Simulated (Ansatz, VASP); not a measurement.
**Two plane-wave programs on CaO**

Contents of INCAR:

```
SYSTEM = CaO
PREC = Accurate
ENCUT = 520
EDIFF = 1E-6
ISMEAR = 0
SIGMA = 0.05
LREAL = .False.
LASPH = .True.
NELM = 100
ALGO = Normal
ISIF = 2
LWAVE = .False.
LCHARG = .False.
GGA = PE
NBANDS = 15
```

KPOINTS

```
regular mesh
0
Gamma
  8 8 8
  0 0 0
```

The input POSCAR:

```
CaO
1.0
    0.0000000000      2.3755300000      2.3755300000
    2.3755300000      0.0000000000      2.3755300000
    2.3755300000      2.3755300000      0.0000000000
Ca O
1 1
Direct
    0.0000000000      0.0000000000      0.0000000000
    0.5000000000      0.5000000000      0.5000000000
```

Input for Ansatz:

```yaml
crystal:
  lattice:
    - [0.0, 2.37553, 2.37553]
    - [2.37553, 0.0, 2.37553]
    - [2.37553, 2.37553, 0.0]
  atoms:
    - { symbol: Ca, position: [0.0, 0.0, 0.0] }
    - { symbol: O, position: [0.5, 0.5, 0.5] }
basis:
  ecutwfc: 420
kpoints:
  mp_grid: { grid: [8, 8, 8] }
hamiltonian:
  xc: pbe
scf:
  occupations: { method: gaussian, width: 0.05 }
output:
  forces: true
  stress: true
  eigenvalues: true
```

Change from the starting cell: strain -0.030 along x and y, -0.030 along z, atoms carried along.

Alike in both runs: task single point; functional PBE; k mesh 8 × 8 × 8; occupations gaussian, width 0.05 eV; no spin polarisation.

|  | VASP | Ansatz |
| --- | --- | --- |
| version | VASP 6.6.1 | Ansatz 0.2.0 |
| potentials or method | VASP PAW PBE potentials, release 64 (Ca_sv, O), cutoff 520 eV | scalar-relativistic, plane waves, PAW |
| valence electrons in the cell | 16 | 16 |

VASP gave:

| Quantity | Value |
| --- | --- |
| gap on the k mesh at the Fermi level (eV) | 3.62 |
| least direct gap on the mesh (eV) | 3.99 |
| pressure (GPa) | 6.5 |

Which values does Ansatz return?

gap on the k mesh at the Fermi level (eV): 3.64; least direct gap on the mesh (eV): 4.01; pressure (GPa): 5.9.
